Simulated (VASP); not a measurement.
# Sn2Ge (Fmmm) in VASP: notebook

Sn2Ge is run at these levels: PBE; tasks: single point.

Program: VASP 6.6.1. These are calculated values, not measurements. Logs are shortened: lines on timing, memory, paths and dates and some standing lists are left out, and cuts for length are marked.

## Step 1: The cell of the first run

Symmetry: Fmmm, No. 69, orthorhombic system. Conventional cell: a = 4.475 Å, b = 5.023 Å, c = 13.424 Å, α = 90.00°, β = 90.00°, γ = 90.00°. Sn (site symmetry mm2) has 8 Sn at 3.16 to 3.36 Å and 4 Ge at 3.16 to 3.36 Å within 4.2 Å. Within 4.2 Å of Ge (site symmetry mmm) lie 8 Sn at 3.16 to 3.36 Å and 4 Ge at 3.36 Å.

## Step 2: Single point, PBE

INCAR

```
  PREC = Accurate
  ENCUT = 520
  EDIFF = 1E-6
  ISMEAR = 0
  SIGMA = 0.1
  LREAL = F
  LASPH = T
  NELM = 80
  ALGO = Fast
  ISIF = 2
  LWAVE = F
  LCHARG = F
  GGA = PE
  NBANDS = 28
```

KPOINTS

```
Automatic mesh
0
Gamma
  6 6 6
```

POSCAR

```
Sn2Ge
1.0
    0.0000000000      2.5115668900      6.7117850100
    2.2372616700      0.0000000000      6.7117850100
    2.2372616700      2.5115668900      0.0000000000
Sn Ge
2 1
Direct
    0.8333333300      0.8333333300      0.1666666700
    0.1666666700      0.1666666700      0.8333333300
    0.5000000000      0.5000000000      0.5000000000
```

Potentials or basis: VASP PAW PBE potentials, release 64 (Sn_d, Ge_d).

On the command line:

```sh
$ cat potpaw_PBE.64/Sn_d/POTCAR potpaw_PBE.64/Ge_d/POTCAR > POTCAR
$ mpirun -np 1 vasp_std > vasp.out
```

OUTCAR:

```text
PREC = Accurate
   ENCUT = 520
   EDIFF = 1E-6
   ISMEAR = 0
   LREAL = F
   LASPH = T
   NELM = 80
   ISIF = 2
   GGA = PE

 ion  position               nearest neighbor table
   1  0.833  0.833  0.167-   2 3.16   2 3.16   3 3.16   3 3.16   2 3.36   2 3.36
   2  0.167  0.167  0.833-   1 3.16   1 3.16   3 3.16   3 3.16   1 3.36   1 3.36
   3  0.500  0.500  0.500-   2 3.16   2 3.16   1 3.16   1 3.16

  LATTYP: Found a face centered orthorhombic cell.
 ALAT       =     4.4745233400
 B/A-ratio  =     1.1226075714
 C/A-ratio  =     3.0000000000

  Lattice vectors:

 A1 = (   0.0000000000,   2.5115668900,   6.7117850100)
 A2 = (   2.2372616700,   0.0000000000,   6.7117850100)
 A3 = (   2.2372616700,   2.5115668900,   0.0000000000)

Analysis of symmetry for initial positions (statically):
=====================================================================
 Subroutine PRICEL returns:
 Original cell was already a primitive cell.

 Routine SETGRP: Setting up the symmetry group for a
 face centered orthorhombic supercell.

 Subroutine GETGRP returns: Found  8 space group operations
 (whereof  8 operations were pure point group operations)
 out of a pool of  8 trial point group operations.

The static configuration has the point symmetry D_2h.

Analysis of symmetry for dynamics (positions and initial velocities):
=====================================================================
 Subroutine PRICEL returns:
 Original cell was already a primitive cell.

 Routine SETGRP: Setting up the symmetry group for a
 face centered orthorhombic supercell.

 Subroutine GETGRP returns: Found  8 space group operations
 (whereof  8 operations were pure point group operations)
 out of a pool of  8 trial point group operations.

The dynamic configuration has the point symmetry D_2h.

 Subroutine INISYM returns: Found  8 space group operations
 (whereof  8 operations are pure point group operations),
 and found     1 'primitive' translations

----------------------------------------------------------------------------------------

                                     Primitive cell

  volume of cell :      75.4275

  direct lattice vectors                    reciprocal lattice vectors
     0.000000000  2.511566890  6.711785010    -0.223487492  0.199078910  0.074495831
     2.237261670  0.000000000  6.711785010     0.223487492 -0.199078910  0.074495831
     2.237261670  2.511566890  0.000000000     0.223487492  0.199078910 -0.074495831

  length of vectors
     7.166311901  7.074842599  3.363526129     0.308429409  0.308429409  0.308429409

  position of ions in fractional coordinates (direct lattice)
     0.833333330  0.833333330  0.166666670
     0.166666670  0.166666670  0.833333330
     0.500000000  0.500000000  0.500000000

  ion indices of the primitive-cell ions
   primitive index   ion index
                 1           1
                 2           2
                 3           3

----------------------------------------------------------------------------------------

 KPOINTS: Automatic mesh

Automatic generation of k-mesh.
 Grid dimensions read from file:
 generate k-points for:    6    6    6

 Generating k-lattice:

  Cartesian coordinates                     Fractional coordinates (reciprocal lattice)
    -0.037247915  0.033179818  0.012415972     0.166666667  0.000000000  0.000000000
     0.037247915 -0.033179818  0.012415972    -0.000000000  0.166666667 -0.000000000
     0.037247915  0.033179818 -0.012415972     0.000000000  0.000000000  0.166666667

  Length of vectors
     0.051404902  0.051404902  0.051404902

  Shift w.r.t. Gamma in fractional coordinates (k-lattice)
     0.000000000  0.000000000  0.000000000

 Subroutine IBZKPT returns following result:
 ===========================================

 Found     46 irreducible k-points:

 Following reciprocal coordinates:
            Coordinates               Weight
  0.000000  0.000000  0.000000      1.000000
  0.166667  0.000000  0.000000      8.000000
  0.333333 -0.000000 -0.000000      8.000000
  0.500000  0.000000  0.000000      4.000000
  0.166667  0.166667  0.000000      2.000000
  0.333333  0.166667 -0.000000      8.000000
[... 16 lines left out ...]
 -0.166667  0.166667  0.166667      8.000000
  0.500000  0.333333  0.166667      4.000000
 [... further k-points ...]
   k-points           NKPTS =     46   k-points in BZ     NKDIM =     46   number of bands    NBANDS=     28
   number of dos      NEDOS =    301   number of ions     NIONS =      3
   total plane-waves  NPLWV =  81648
   dimension x,y,z NGX =    54 NGY =   54 NGZ =   28
   dimension x,y,z NGXF=   108 NGYF=  108 NGZF=   56
   ions per type =               2   1
   NGX,Y,Z   is equivalent  to a cutoff of  12.53, 12.69, 13.84 a.u.
   NGXF,Y,Z  is equivalent  to a cutoff of  25.05, 25.38, 27.68 a.u.
 SYSTEM =  unknown system
   PREC   = accura    normal or accurate (medium, high low for compatibility)
   ISTART =      0    job   : 0-new  1-cont  2-samecut
   ICHARG =      2    charge: 1-file 2-atom 10-const
   ISPIN  =      1    spin polarized calculation?
   LNONCOLLINEAR =      F non collinear calculations
   LSORBIT =      F    spin-orbit coupling
   LASPH  =      T    aspherical Exc in radial PAW
   ENCUT  =  520.0 eV  38.22 Ry    6.18 a.u.  13.32 13.15  6.25*2*pi/ulx,y,z
   NELM   =     80;   NELMIN=  2; NELMDL= -5     # of ELM steps
   EDIFF  = 0.1E-05   stopping-criterion for ELM
   LREAL  =      F    real-space projection
   EDIFFG = 0.1E-04   stopping-criterion for IOM
   NSW    =      0    number of steps for IOM
   IBRION =     -1    ionic relax: 0-MD 1-quasi-New 2-CG
   NFREE  =      0    steps in history (QN), initial steepest desc. (CG)
   ISIF   =      2    stress and relaxation
   ISYM   =      2    0-nonsym 1-usesym 2-fastsym
   POTIM  = 0.5000    time-step for ionic-motion
   TEBEG  =    0.0;   TEEND  =   0.0 temperature during run
   PSTRESS=    0.0 pullay stress
   NELECT =      42.0000    total number of electrons
   NUPDOWN=      -1.0000    fix difference up-down
   EMIN   =  10.00;   EMAX   =-10.00  energy-range for DOS
   EFERMI =   0.00;   METHOD = LEGACY
   ISMEAR =     0;   SIGMA  =   0.10  broadening in eV -4-tet -1-fermi 0-gaus
   EFERMI_NEDOS =   21; number of points for ismear=-14 and -15
   IALGO  =     68    algorithm
   IMIX   =      4    mixing-type and parameters
     AMIX     =   0.40;   BMIX     =  1.00
     AMIX_MAG =   1.60;   BMIX_MAG =  1.00
  volume/ion in A,a.u.               =      25.14       169.67
  Fermi-wavevector in a.u.,A,eV,Ry     =   1.346836  2.545151 24.680525  1.813967
  Thomas-Fermi vector in A             =   2.474636
   LORBIT       =      0    0 simple, 1 ext, 2 COOP (PROOUT), +10 PAW based schemes
   GGA     = PE    functional components
   LHFCALC =     F    Hartree Fock is set to
   AEXX    =    0.0000 exact exchange contribution
   IVDW    =     0    specifies the selected vdW correction
   LEPSILON=     F    determine dielectric tensor
   LRPA    =     F    only Hartree local field effects (RPA)
 non-spin polarized calculation
 RMM-DIIS sequential band-by-band and
 Gauss-broadening in eV      SIGMA  =   0.10
  energy-cutoff  :      520.00
  volume of cell :       75.43
 maximum number of plane-waves:      2045
 NGX is ok and might be reduce to    54
   NGX = 27   NGY = 27   NGZ = 13

 number of electron      42.0000005 magnetization

 Free energy of the ion-electron system (eV)
  ---------------------------------------------------
  ext. energy  EPLUGINS =         0.00000000
  ---------------------------------------------------
  free energy    TOTEN  =       -11.57126060 eV

  energy without entropy =      -11.56391543  energy(sigma->0) =      -11.56758802

 E-fermi :   7.4186     XC(G=0): -10.4694

 val. band max:        7.4146486423   @ k =   0.1667   0.0000   0.1667
 cond. band min:       7.4794372212   @ k =   0.5000  -0.1667   0.3333
 fundamental gap:      0.0647885789
 Fermi energy:         7.4185850864

 k-point     1 :       0.0000    0.0000    0.0000
  band No.  band energies     occupation
      1     -17.3080      2.00000
      2     -17.2947      2.00000
      3     -17.2849      2.00000
      4     -17.2826      2.00000
      5     -17.2778      2.00000
      6     -14.1964      2.00000
[... 20 lines left out ...]
     27      13.9123      0.00000
     28      14.0164      0.00000

 k-point     2 :       0.1667    0.0000    0.0000
  band No.  band energies     occupation
      1     -17.3036      2.00000
      2     -17.2922      2.00000
      3     -17.2868      2.00000
      4     -17.2830      2.00000
      5     -17.2792      2.00000
      6     -14.1724      2.00000
[... 20 lines left out ...]
     27      13.9312      0.00000
     28      14.7036      0.00000

 k-point     3 :       0.3333   -0.0000   -0.0000
  band No.  band energies     occupation
      1     -17.3005      2.00000
      2     -17.2917      2.00000
      3     -17.2853      2.00000
      4     -17.2827      2.00000
      5     -17.2783      2.00000
      6     -14.1435      2.00000
[... 20 lines left out ...]
     27      13.8671      0.00000
     28      14.8389      0.00000

 k-point     4 :       0.5000    0.0000    0.0000
  band No.  band energies     occupation
      1     -17.3003      2.00000
      2     -17.2942      2.00000
      3     -17.2852      2.00000
      4     -17.2826      2.00000
      5     -17.2731      2.00000
      6     -14.1310      2.00000
[... 578 lines left out ...]
     27      12.9042      0.00000
     28      15.3878      0.00000

 k-point    23 :      -0.1667    0.1667    0.1667
  band No.  band energies     occupation
      1     -17.2949      2.00000
      2     -17.2917      2.00000
      3     -17.2858      2.00000
      4     -17.2851      2.00000
      5     -17.2781      2.00000
      6     -14.1293      2.00000
[... 20 lines left out ...]
     27      13.1031      0.00000
     28      15.7493      0.00000

 k-point    24 :       0.5000    0.3333    0.1667
  band No.  band energies     occupation
      1     -17.2972      2.00000
      2     -17.2918      2.00000
      3     -17.2875      2.00000
      4     -17.2846      2.00000
      5     -17.2811      2.00000
      6     -14.1513      2.00000
[... 20 lines left out ...]
     27      13.6342      0.00000
     28      15.7264      0.00000

 [... further k-points ...]
[... 5 lines left out ...]
  --------------------------------------------------------------------------------------
  -------------------------------------------------------------------------------------
  Total        0.3351960      1.1931035     -0.7514651      0.0000000      0.0000000      0.0000000
  in kB        7.1199978     25.3430660    -15.9620921      0.0000000      0.0000000      0.0000000
  external PRESSURE =       5.5003239 kB  Pullay stress =       0.0000000 kB

 VOLUME and BASIS-vectors are now :
 -----------------------------------------------------------------------------
  energy-cutoff  :      520.00
  volume of cell :       75.43
      direct lattice vectors                 reciprocal lattice vectors
     0.000000000  2.511566890  6.711785010    -0.223487492  0.199078910  0.074495831
     2.237261670  0.000000000  6.711785010     0.223487492 -0.199078910  0.074495831
     2.237261670  2.511566890  0.000000000     0.223487492  0.199078910 -0.074495831

 POSITION                                       TOTAL-FORCE (eV/Angst)
 -----------------------------------------------------------------------------------
      2.23726      2.51157     11.18631         0.000000      0.000000      0.723945
      2.23726      2.51157      2.23726         0.000000      0.000000     -0.723945
      2.23726      2.51157      6.71179         0.000000      0.000000      0.000000
 -----------------------------------------------------------------------------------
    total drift:                                0.000000      0.000000      0.000000

  FREE ENERGIE OF THE ION-ELECTRON SYSTEM (eV)
  ---------------------------------------------------
  free  energy   TOTEN  =       -11.5712605976 eV

  energy  without entropy=      -11.5639154327  energy(sigma->0) =      -11.56758802
```

Run time: 3 min. Hardware: 1 thread of Intel Xeon Platinum 8488C (Sapphire Rapids), shared host; peak memory 0.3 GiB.

Results:

```yaml
Free_energy: -11.5713 eV
Pressure: 0.6 GPa
Largest_force: 0.724 eV/Å
Band_gap_on_the_k_mesh: zero (band 21 reaches 9.94 eV, above the bottom of band 22 at 5.13 eV)
```

Forces in eV/Å, atoms in the order of the input:
```
Sn   0.000  0.000  0.724
Sn   0.000  0.000 -0.724
Ge   0.000  0.000  0.000
```

Caveat: spin-orbit coupling is left out, which moves the levels of the heavy elements.

## Step 3: Single point, PBE

This run uses another cell than the first one, of 25.08 Å³/atom, 0.998 times its volume.

INCAR

```
PREC = Accurate ; ENCUT = 520
EDIFF = 1E-6 ; ISMEAR = 0
SIGMA = 0.1 ; LREAL = False
LASPH = True ; NELM = 80
ALGO = Normal ; ISIF = 2
LWAVE = False ; LCHARG = False
GGA = PE ; NBANDS = 28
```

KPOINTS is that of step 2.

POSCAR

```
Sn2Ge
1.0
    0.0000000000      2.6025323035      6.3505478124
    2.2763448876      0.0000000000      6.3505478124
    2.2763448876      2.6025323035      0.0000000000
Sn Ge
2 1
Direct
    0.8470468227      0.8470468227      0.1529531773
    0.1529531773      0.1529531773      0.8470468227
    0.5000000000      0.5000000000      0.5000000000
```

Potentials or basis: VASP PAW PBE potentials, release 64 (Sn_d, Ge_d).

On the command line:

```sh
$ cat potpaw_PBE.64/Sn_d/POTCAR potpaw_PBE.64/Ge_d/POTCAR > POTCAR
$ mpirun -np 1 vasp_std > vasp.out
```

It took 91 s on 1 thread of Intel Xeon Platinum 8488C (Sapphire Rapids), shared host; peak memory 0.29 GiB.

The run converged. Its results:

- Free energy: -11.7501 eV
- Pressure: -0.1 GPa
- Largest force: 0.024 eV/Å
- Band gap on the k mesh: zero (band 21 reaches 9.66 eV, above the bottom of band 22 at 5.28 eV)

Forces in eV/Å, atoms in the order of the input:
```
Sn   0.000  0.000 -0.024
Sn   0.000  0.000  0.024
Ge   0.000  0.000  0.000
```

Stress tensor (GPa, compression positive):
```
 0.08  0.00  0.00
 0.00 -0.33  0.00
 0.00  0.00  0.00
```

Levels at points of the mesh, in eV from the Fermi level:
```
           k point  band 19  band 20  band 21  band 22  band 23  band 24
(0.00, 0.00, 0.00)     0.85     1.20     1.79     1.92     2.41     3.29
(0.50, 0.00, 0.00)    -4.64    -1.88    -1.54     2.70     2.88     3.70
(0.50, 0.50, 0.00)    -2.58     0.34     1.46     3.55     4.64     5.07
(0.50, 0.00, 0.50)    -4.25    -2.94    -1.98    -0.85    -0.55    -0.52
(0.00, 0.50, 0.50)    -3.84    -3.61    -3.08     0.26     0.46     0.83
```

Caveat: spin-orbit coupling is left out, which moves the levels of the heavy elements.
